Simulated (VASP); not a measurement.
# Si3H2C4 in VASP: a series of runs

Si3H2C4 is run at these levels: LDA; tasks: single point.

Everything below comes from runs of VASP 6.6.1. Logs are shortened: lines on timing, memory, paths and dates and some standing lists are left out, and cuts for length are marked.

### Step 1. The cell of the first run

The cell holds a slab with vacuum, 18 atoms: a = 6.122 Å, b = 3.061 Å, c = 19.996 Å, α = 90.00°, β = 90.00°, γ = 90.00°.

### Step 2. Single point, LDA

INCAR reads:

```
SYSTEM = Si3H2C4
PREC = Accurate
ENCUT = 520
EDIFF = 1E-6
ISMEAR = 0
SIGMA = 0.05
LREAL = Auto
LASPH = .TRUE.
NELM = 100
ALGO = Normal
ISIF = 2
LWAVE = .FALSE.
LCHARG = .FALSE.
LDIPOL = .TRUE.
IDIPOL = 3
DIPOL = 0.5 0.5 0.353
NBANDS = 45
```

KPOINTS reads:

```
regular mesh
0
G
  4 8 1
  0 0 0
```

POSCAR reads:

```
Si3H2C4
1.0
    6.1223116280      0.0000000000      0.0000000000
    0.0000000000      3.0611558140      0.0000000000
    0.0000000000      0.0000000000     19.9960979072
C Si H
8 6 4
Direct
    0.5000000000      0.5000000000      0.2326656844
    0.0000000000      0.5000000000      0.2326656844
    0.7500000000      0.0000000000      0.3409150060
    0.2500000000      0.0000000000      0.3409150060
   -0.0083517535      0.5000000000      0.4626323900
    0.5048410164      0.5000000000      0.4451866224
    0.3862877674      0.0000000000      0.5459779411
    0.6019371225      0.0000000000      0.5668320098
    0.2500000000      0.5000000000      0.2867903452
    0.7500000000      0.5000000000      0.2867903452
    0.5019256320      0.0000000000      0.3936757029
   -0.0046609624      0.0000000000      0.4013743889
    0.7139829303      0.5000000000      0.5157239039
    0.2691696516      0.5000000000      0.5049380799
    0.5000000000      0.2236746754      0.1987605550
    0.5000000000      0.7763253246      0.1987605550
    0.0000000000      0.7759774367      0.1986431602
    0.0000000000      0.2240225633      0.1986431602
```

Potentials or basis: VASP PAW LDA potentials, release 64 (C, Si, H).

Started as:

```sh
$ cat potpaw_LDA.64/C/POTCAR potpaw_LDA.64/Si/POTCAR potpaw_LDA.64/H/POTCAR > POTCAR
$ mpirun -np 1 vasp_std > vasp.out
```

OUTCAR:

```text
SYSTEM = Si3H2C4
   PREC = Accurate
   ENCUT = 520
   EDIFF = 1E-6
   ISMEAR = 0
   LREAL = Auto
   LASPH = .TRUE.
   NELM = 100
   ISIF = 2

 ion  position               nearest neighbor table
   1  0.500  0.500  0.233-  15 1.08  16 1.08   9 1.87  10 1.87
   2  0.000  0.500  0.233-  17 1.08  18 1.08   9 1.87  10 1.87
   3  0.750  0.000  0.341-  11 1.85  10 1.87  10 1.87  12 1.93
   4  0.250  0.000  0.341-  11 1.87   9 1.87   9 1.87  12 1.97
   5  0.992  0.500  0.463-  14 1.90  12 1.96  12 1.96  13 2.00
   6  0.505  0.500  0.445-  11 1.84  11 1.84  14 1.87  13 1.90
   7  0.386  0.000  0.546-   8 1.38  14 1.88  14 1.88  13 2.59  13 2.59
   8  0.602  0.000  0.567-   7 1.38  13 1.96  13 1.96
   9  0.250  0.500  0.287-   4 1.87   4 1.87   1 1.87   2 1.87  11 3.05  11 3.05  10 3.06  10 3.06

  10  0.750  0.500  0.287-   3 1.87   3 1.87   1 1.87   2 1.87  11 3.04  11 3.04   9 3.06   9 3.06
                            12 3.14  12 3.14
  11  0.502  0.000  0.394-   6 1.84   6 1.84   3 1.85   4 1.87  12 3.02  10 3.04  10 3.04   9 3.05
                             9 3.05  14 3.05  14 3.05  12 3.11
  12  0.995  0.000  0.401-   3 1.93   5 1.96   5 1.96   4 1.97  11 3.02  14 3.07  14 3.07  11 3.11
                            10 3.14  10 3.14
  13  0.714  0.500  0.516-   6 1.90   8 1.96   8 1.96   5 2.00   7 2.59   7 2.59  14 2.73
  14  0.269  0.500  0.505-   6 1.87   7 1.88   7 1.88   5 1.90  13 2.73  11 3.05  11 3.05  12 3.07
                            12 3.07
  15  0.500  0.224  0.199-   1 1.08
  16  0.500  0.776  0.199-   1 1.08
  17  0.000  0.776  0.199-   2 1.08
  18  0.000  0.224  0.199-   2 1.08

  LATTYP: Found a simple orthorhombic cell.
 ALAT       =     3.0611558140
 B/A-ratio  =     2.0000000000
 C/A-ratio  =     6.5322051938

  Lattice vectors:

 A1 = (   0.0000000000,  -3.0611558140,   0.0000000000)
 A2 = (   6.1223116280,   0.0000000000,   0.0000000000)
 A3 = (   0.0000000000,   0.0000000000,  19.9960979072)

Analysis of symmetry for initial positions (statically):
=====================================================================
 Subroutine PRICEL returns:
 Original cell was already a primitive cell.

 Routine SETGRP: Setting up the symmetry group for a
 simple orthorhombic supercell.

 Subroutine GETGRP returns: Found  2 space group operations
 (whereof  2 operations were pure point group operations)
 out of a pool of  8 trial point group operations.

The static configuration has the point symmetry C_1h.

Analysis of symmetry for dynamics (positions and initial velocities):
=====================================================================
 Subroutine PRICEL returns:
 Original cell was already a primitive cell.

 Routine SETGRP: Setting up the symmetry group for a
 simple orthorhombic supercell.

 Subroutine GETGRP returns: Found  2 space group operations
 (whereof  2 operations were pure point group operations)
 out of a pool of  8 trial point group operations.

The dynamic configuration has the point symmetry C_1h.

 Subroutine INISYM returns: Found  2 space group operations
 (whereof  2 operations are pure point group operations),
 and found     1 'primitive' translations

----------------------------------------------------------------------------------------

                                     Primitive cell

  volume of cell :     374.7539

  direct lattice vectors                    reciprocal lattice vectors
     6.122311628  0.000000000  0.000000000     0.163336998  0.000000000  0.000000000
     0.000000000  3.061155814  0.000000000     0.000000000  0.326673995  0.000000000
     0.000000000  0.000000000 19.996097907     0.000000000  0.000000000  0.050009757

  length of vectors
     6.122311628  3.061155814 19.996097907     0.163336998  0.326673995  0.050009757

  position of ions in fractional coordinates (direct lattice)
     0.500000000  0.500000000  0.232665684
     0.000000000  0.500000000  0.232665684
     0.750000000  0.000000000  0.340915006
     0.250000000  0.000000000  0.340915006
     0.991648246  0.500000000  0.462632390
     0.504841016  0.500000000  0.445186622
[... 10 lines left out ...]
     0.000000000  0.775977437  0.198643160
     0.000000000  0.224022563  0.198643160

  ion indices of the primitive-cell ions
   primitive index   ion index
                 1           1
[... 32 lines left out ...]

  Length of vectors
     0.040834249  0.040834249  0.050009757

  Shift w.r.t. Gamma in fractional coordinates (k-lattice)
     0.000000000  0.000000000  0.000000000

 Subroutine IBZKPT returns following result:
 ===========================================

 Found     15 irreducible k-points:

 Following reciprocal coordinates:
            Coordinates               Weight
  0.000000  0.000000  0.000000      1.000000
  0.250000  0.000000  0.000000      2.000000
  0.500000  0.000000  0.000000      1.000000
  0.000000  0.125000  0.000000      2.000000
  0.250000  0.125000  0.000000      4.000000
  0.500000  0.125000  0.000000      2.000000
  0.000000  0.250000  0.000000      2.000000
  0.250000  0.250000  0.000000      4.000000
  0.500000  0.250000  0.000000      2.000000
  0.000000  0.375000  0.000000      2.000000
  0.250000  0.375000  0.000000      4.000000
  0.500000  0.375000  0.000000      2.000000
  0.000000  0.500000  0.000000      1.000000
  0.250000  0.500000  0.000000      2.000000
  0.500000  0.500000  0.000000      1.000000
   k-points           NKPTS =     15   k-points in BZ     NKDIM =     15   number of bands    NBANDS=     45
   number of dos      NEDOS =    301   number of ions     NIONS =     18
   total plane-waves  NPLWV = 172800
   dimension x,y,z NGX =    48 NGY =   24 NGZ =  150
   dimension x,y,z NGXF=    96 NGYF=   48 NGZF=  300
   ions per type =               8   6   4
   NGX,Y,Z   is equivalent  to a cutoff of  13.03, 13.03, 12.47 a.u.
   NGXF,Y,Z  is equivalent  to a cutoff of  26.07, 26.07, 24.94 a.u.
 SYSTEM =  Si3H2C4
   PREC   = accura    normal or accurate (medium, high low for compatibility)
   ISTART =      0    job   : 0-new  1-cont  2-samecut
   ICHARG =      2    charge: 1-file 2-atom 10-const
   ISPIN  =      1    spin polarized calculation?
   LNONCOLLINEAR =      F non collinear calculations
   LSORBIT =      F    spin-orbit coupling
   LASPH  =      T    aspherical Exc in radial PAW
   ENCUT  =  520.0 eV  38.22 Ry    6.18 a.u.  11.38  5.69 37.18*2*pi/ulx,y,z
   NELM   =    100;   NELMIN=  2; NELMDL= -5     # of ELM steps
   EDIFF  = 0.1E-05   stopping-criterion for ELM
   LREAL  =      T    real-space projection
   EDIFFG = 0.1E-04   stopping-criterion for IOM
   NSW    =      0    number of steps for IOM
   IBRION =     -1    ionic relax: 0-MD 1-quasi-New 2-CG
   NFREE  =      0    steps in history (QN), initial steepest desc. (CG)
   ISIF   =      2    stress and relaxation
   ISYM   =      2    0-nonsym 1-usesym 2-fastsym
   POTIM  = 0.5000    time-step for ionic-motion
   TEBEG  =    0.0;   TEEND  =   0.0 temperature during run
   PSTRESS=    0.0 pullay stress
   NELECT =      60.0000    total number of electrons
   NUPDOWN=      -1.0000    fix difference up-down
   EMIN   =  10.00;   EMAX   =-10.00  energy-range for DOS
   EFERMI =   0.00;   METHOD = LEGACY
   ISMEAR =     0;   SIGMA  =   0.05  broadening in eV -4-tet -1-fermi 0-gaus
   EFERMI_NEDOS =   21; number of points for ismear=-14 and -15
   IALGO  =     38    algorithm
   IMIX   =      4    mixing-type and parameters
     AMIX     =   0.40;   BMIX     =  1.00
     AMIX_MAG =   1.60;   BMIX_MAG =  1.00
  volume/ion in A,a.u.               =      20.82       140.50
  Fermi-wavevector in a.u.,A,eV,Ry     =   0.888948  1.679869 10.751721  0.790229
  Thomas-Fermi vector in A             =   2.010445
   LORBIT       =      0    0 simple, 1 ext, 2 COOP (PROOUT), +10 PAW based schemes
   GGA     = CA    functional components
   LHFCALC =     F    Hartree Fock is set to
   AEXX    =    0.0000 exact exchange contribution
   IVDW    =     0    specifies the selected vdW correction
   LEPSILON=     F    determine dielectric tensor
   LRPA    =     F    only Hartree local field effects (RPA)
 non-spin polarized calculation
 Gauss-broadening in eV      SIGMA  =   0.05
  energy-cutoff  :      520.00
  volume of cell :      374.75
 maximum number of plane-waves:     10115
 NGX is ok and might be reduce to    48
   NGX = 23   NGY = 11   NGZ = 75

 dipolmoment           0.000000      0.000000     -0.002774 electrons x Angstroem

 number of electron      60.0000001 magnetization

 dipolmoment           0.000000      0.000000      0.179003 electrons x Angstroem

 Free energy of the ion-electron system (eV)
  ---------------------------------------------------
  ext. energy  EPLUGINS =         0.00000000
  ---------------------------------------------------
  free energy    TOTEN  =      -128.89904237 eV

  energy without entropy =     -128.89723797  energy(sigma->0) =     -128.89814017

 E-fermi :   1.0210     XC(G=0):  -5.4393

 val. band max:        1.0208138087   @ k =   0.0000   0.3750   0.0000
 cond. band min:       1.1379934291   @ k =   0.0000   0.0000   0.0000
 fundamental gap:      0.1171796204
 Fermi energy:         1.0210385403

 k-point     1 :       0.0000    0.0000    0.0000
  band No.  band energies     occupation
      1     -15.7647      2.00000
      2     -14.8604      2.00000
      3     -13.5087      2.00000
      4     -12.5611      2.00000
      5     -12.2594      2.00000
      6     -12.2096      2.00000
[... 664 lines left out ...]
     41       5.7859      0.00000
     42       6.3351      0.00000
 [bands above 42 left out]

------------------------ aborting loop because EDIFF is reached ----------------------------------------

 vacuum level on the upper side and lower side of the slab       (xc-potential included)         0.686        -0.981

  FORCE on cell =-STRESS in cart. coord.  units (eV):
  Direction    XX          YY          ZZ          XY          YZ          ZX
  --------------------------------------------------------------------------------------
  -------------------------------------------------------------------------------------
  Total       -5.8483798      9.2731651     -8.8584274      0.0000000      0.0000000      0.0204656
  in kB      -25.0034554     39.6453680    -37.8722484      0.0000000      0.0000000      0.0874963
  external PRESSURE =      -7.7434453 kB  Pullay stress =       0.0000000 kB

 VOLUME and BASIS-vectors are now :
 -----------------------------------------------------------------------------
  energy-cutoff  :      520.00
  volume of cell :      374.75
      direct lattice vectors                 reciprocal lattice vectors
     6.122311628  0.000000000  0.000000000     0.163336998  0.000000000  0.000000000
     0.000000000  3.061155814  0.000000000     0.000000000  0.326673995  0.000000000
     0.000000000  0.000000000 19.996097907     0.000000000  0.000000000  0.050009757

 POSITION                                       TOTAL-FORCE (eV/Angst)
 -----------------------------------------------------------------------------------
      3.06116      1.53058      4.65241         0.003592      0.000000      0.794994
      0.00000      1.53058      4.65241        -0.002089      0.000000      0.616036
      4.59173      0.00000      6.81697         0.718841      0.000000      0.276044
      1.53058      0.00000      6.81697        -0.723996      0.000000      0.765953
      6.07118      1.53058      9.25084        -0.006280      0.000000      0.015908
      3.09079      1.53058      8.90200         0.003844      0.000000     -0.010053
[... 10 lines left out ...]
      0.00000      2.37539      3.97209         0.002039      0.034609     -0.026097
      0.00000      0.68577      3.97209         0.002039     -0.034609     -0.026097
 -----------------------------------------------------------------------------------
    total drift:                               -0.003847      0.000000     -0.010605

  FREE ENERGIE OF THE ION-ELECTRON SYSTEM (eV)
  ---------------------------------------------------
  free  energy   TOTEN  =      -128.8990423690 eV

  energy  without entropy=     -128.8972379675  energy(sigma->0) =     -128.89814017

 vacuum level on the upper side and lower side of the slab         5.913         4.195
```

Run time: 20 min. Hardware: 1 thread of AMD EPYC 7R43 (Zen 3), shared host; peak memory 0.39 GiB.

Results:

```yaml
Free_energy: -128.8990 eV
Largest_force: 3.076 eV/Å
Band_gap_on_the_k_mesh: zero (bands 30 and 31 overlap by 0.68 eV)
```

Forces in eV/Å, atoms in the order of the input:
```
C    0.004  0.000  0.795
C   -0.002  0.000  0.616
C    0.719  0.000  0.276
C   -0.724  0.000  0.766
C   -0.006  0.000  0.016
C    0.004  0.000 -0.010
C   -0.066  0.000  1.675
C    0.066  0.000 -3.075
Si  -0.428  0.000 -0.449
Si   0.427  0.000 -0.495
Si   0.001  0.000  0.001
Si  -0.003  0.000  0.001
Si   0.020  0.000 -0.007
Si  -0.016  0.000  0.006
H    0.000 -0.037 -0.032
H    0.000  0.037 -0.032
H    0.002  0.035 -0.026
H    0.002 -0.035 -0.026
```

Levels at points of the mesh, in eV from the Fermi level:
| k point | band 27 | band 28 | band 29 | band 30 | band 31 | band 32 | band 33 | band 34 |
| --- | --- | --- | --- | --- | --- | --- | --- | --- |
| (0.00, 0.00, 0.00) | -2.01 | -1.93 | -1.56 | 0.12 | 0.52 | 0.96 | 2.41 | 2.67 |
| (0.50, 0.00, 0.00) | -2.06 | -1.98 | -1.84 | 0.28 | 0.48 | 2.24 | 2.57 | 2.80 |
| (0.00, 0.50, 0.00) | -2.71 | -2.22 | -2.18 | -1.87 | -0.40 | 1.15 | 2.20 | 2.82 |
| (0.50, 0.50, 0.00) | -3.68 | -3.44 | -2.83 | -2.60 | 0.36 | 1.92 | 2.28 | 2.66 |

### Step 3. Single point, LDA

INCAR reads:

```
SYSTEM = Si3H2C4
  PREC = Accurate
  ENCUT = 520
  EDIFF = 1E-7
  ISMEAR = 0
  SIGMA = 0.05
  LREAL = Auto
  LASPH = .True.
  NELM = 100
  ALGO = Normal
  ISIF = 2
  LWAVE = .False.
  LCHARG = .False.
  LDIPOL = .True.
  IDIPOL = 3
  DIPOL = 0.5 0.5 0.350
  NBANDS = 45
```

KPOINTS reads:

```
regular mesh
0
Gamma
  4 8 1
  0 0 0
```

POSCAR reads:

```
Si3H2C4
1.0
    6.1223116280      0.0000000000      0.0000000000
    0.0000000000      3.0611558140      0.0000000000
    0.0000000000      0.0000000000     19.9960979072
C Si H
8 6 4
Direct
    0.5000000000      0.5000000000      0.2326656844
    0.0000000000      0.5000000000      0.2326656844
    0.7500000000      0.0000000000      0.3409150060
    0.2500000000      0.0000000000      0.3409150060
   -0.0120628109      0.5000000000      0.4593445335
    0.5089923452      0.5000000000      0.4404489798
    0.3899513252      0.0000000000      0.5313750920
    0.6008192097      0.0000000000      0.5598806535
    0.2500000000      0.5000000000      0.2867903452
    0.7500000000      0.5000000000      0.2867903452
    0.5028850404      0.0000000000      0.3910616351
   -0.0068673879      0.0000000000      0.3995748737
    0.7104917714      0.5000000000      0.5134179933
    0.2663496647      0.5000000000      0.4979190830
    0.5000000000      0.2236746754      0.1987605550
    0.5000000000      0.7763253246      0.1987605550
    0.0000000000      0.7759774367      0.1986431602
    0.0000000000      0.2240225633      0.1986431602
```

Potentials or basis: VASP PAW LDA potentials, release 64 (C, Si, H).

Started as:

```sh
$ cat potpaw_LDA.64/C/POTCAR potpaw_LDA.64/Si/POTCAR potpaw_LDA.64/H/POTCAR > POTCAR
$ mpirun -np 1 vasp_std > vasp.out
```

It took 13 min on 1 thread of AMD EPYC 7R43 (Zen 3), shared host; peak memory 0.39 GiB.

The run converged. Its results:

```
Free energy            : -128.5819 eV
Largest force          : 3.560 eV/Å
Band gap on the k mesh : zero (bands 30 and 31 overlap by 0.18 eV)
```

Forces on the atoms (eV/Å):
```
C    0.004  0.000  0.797
C   -0.001  0.000  0.589
C    1.004  0.000 -0.614
C   -1.001  0.000  0.303
C    0.004  0.000  0.016
C    0.001  0.000 -0.022
C   -0.072  0.000  3.559
C    0.061  0.000 -3.349
Si  -0.494  0.000 -0.554
Si   0.491  0.000 -0.617
Si   0.002  0.000 -0.001
Si   0.000  0.000 -0.001
Si   0.022  0.000 -0.003
Si  -0.024  0.000  0.014
H   -0.002 -0.035 -0.029
H   -0.002  0.035 -0.029
H    0.004  0.035 -0.029
H    0.004 -0.035 -0.029
```

Levels at points of the mesh, in eV from the Fermi level:
| k point | band 27 | band 28 | band 29 | band 30 | band 31 | band 32 | band 33 | band 34 |
| --- | --- | --- | --- | --- | --- | --- | --- | --- |
| (0.00, 0.00, 0.00) | -1.81 | -1.70 | -1.51 | -0.15 | 0.45 | 1.16 | 2.49 | 2.72 |
| (0.50, 0.00, 0.00) | -2.06 | -1.73 | -1.68 | 0.04 | 0.48 | 2.29 | 2.80 | 2.84 |
| (0.00, 0.50, 0.00) | -2.40 | -2.33 | -2.16 | -1.80 | -0.14 | 1.32 | 2.30 | 3.09 |
| (0.50, 0.50, 0.00) | -3.56 | -3.26 | -2.49 | -2.30 | 0.50 | 2.16 | 2.42 | 2.90 |

### Step 4. Single point, LDA

INCAR reads:

```
SYSTEM = Si3H2C4
PREC = Accurate ; ENCUT = 520
EDIFF = 1E-6 ; ISMEAR = 0
SIGMA = 0.05 ; LREAL = Auto
LASPH = .TRUE. ; NELM = 60
ALGO = Normal ; ISIF = 2
LWAVE = .FALSE. ; LCHARG = .TRUE.
LDIPOL = .TRUE. ; IDIPOL = 3
DIPOL = 0.5 0.5 0.352 ; GGA = CA
LELF = .TRUE. ; LVHAR = .TRUE.
LVACPOTAV = .TRUE. ; NBANDS = 45
```

KPOINTS reads:

```
Automatic mesh
0
G
  4 8 1
  0 0 0
```

POSCAR reads:

```
Si3H2C4
1.0
    6.1223116280      0.0000000000      0.0000000000
    0.0000000000      3.0611558140      0.0000000000
    0.0000000000      0.0000000000     19.9960979072
C Si H
8 6 4
Direct
    0.5000000000      0.5000000000      0.2326656844
    0.0000000000      0.5000000000      0.2326656844
    0.7500000000      0.0000000000      0.3409150060
    0.2500000000      0.0000000000      0.3409150060
   -0.0116909967      0.5000000000      0.4611877903
    0.5068553017      0.5000000000      0.4432734216
    0.3869278006      0.0000000000      0.5386765165
    0.5963211883      0.0000000000      0.5668320098
    0.2500000000      0.5000000000      0.2867903452
    0.7500000000      0.5000000000      0.2867903452
    0.5026500455      0.0000000000      0.3926172914
   -0.0064432111      0.0000000000      0.4005958754
    0.7105394203      0.5000000000      0.5154967381
    0.2661529566      0.5000000000      0.5010050506
    0.5000000000      0.2236746754      0.1987605550
    0.5000000000      0.7763253246      0.1987605550
    0.0000000000      0.7759774367      0.1986431602
    0.0000000000      0.2240225633      0.1986431602
```

Started as:

```sh
$ cat potpaw_LDA.64/C/POTCAR potpaw_LDA.64/Si/POTCAR potpaw_LDA.64/H/POTCAR > POTCAR
$ mpirun -np 1 vasp_std > vasp.out
```

It took 20 min on 1 thread of AMD EPYC 7R43 (Zen 3), shared host; peak memory 0.36 GiB.

The run converged. Its results:

```
Free energy            : -128.5600 eV
Largest force          : 3.646 eV/Å
Band gap on the k mesh : zero (bands 30 and 31 overlap by 0.57 eV)
```

Forces on the atoms (eV/Å):
```
C    0.005  0.000  0.797
C   -0.003  0.000  0.608
C    0.813  0.000 -0.132
C   -0.820  0.000  0.601
C    0.000  0.000  0.017
C   -0.001  0.000 -0.019
C   -0.067  0.000  2.938
C    0.066  0.000 -3.645
Si  -0.450  0.000 -0.500
Si   0.450  0.000 -0.562
Si  -0.004  0.000  0.003
Si   0.002  0.000  0.005
Si   0.023  0.000  0.001
Si  -0.020  0.000  0.006
H    0.001 -0.038 -0.031
H    0.001  0.038 -0.031
H    0.003  0.035 -0.027
H    0.003 -0.035 -0.027
```

Levels at points of the mesh, in eV from the Fermi level:
```
           k point  band 28  band 29  band 30  band 31  band 32  band 33
(0.00, 0.00, 0.00)    -1.94    -1.60     0.04     0.35     0.97     2.35
(0.50, 0.00, 0.00)    -1.93    -1.86     0.21     0.37     2.21     2.55
(0.00, 0.50, 0.00)    -2.30    -2.28    -1.89    -0.36     1.16     2.10
(0.50, 0.50, 0.00)    -3.44    -2.73    -2.56     0.34     1.94     2.23
```

### Step 5. Overview

```tsv
cell	gap on the mesh (eV)	largest force (eV/Å)
as given, atomic positions A	none	3.08
as given, atomic positions B	none	3.56
as given, atomic positions C	none	3.65
```

Alike in all rows: task single point; level LDA; potentials or basis VASP PAW LDA potentials, release 64 (C, Si, H); no spin polarisation; k mesh 4 × 8 × 1; cutoff (eV) 520; smearing gaussian 0.05 eV.

Absolute energies hang on the potentials; compare differences alone.
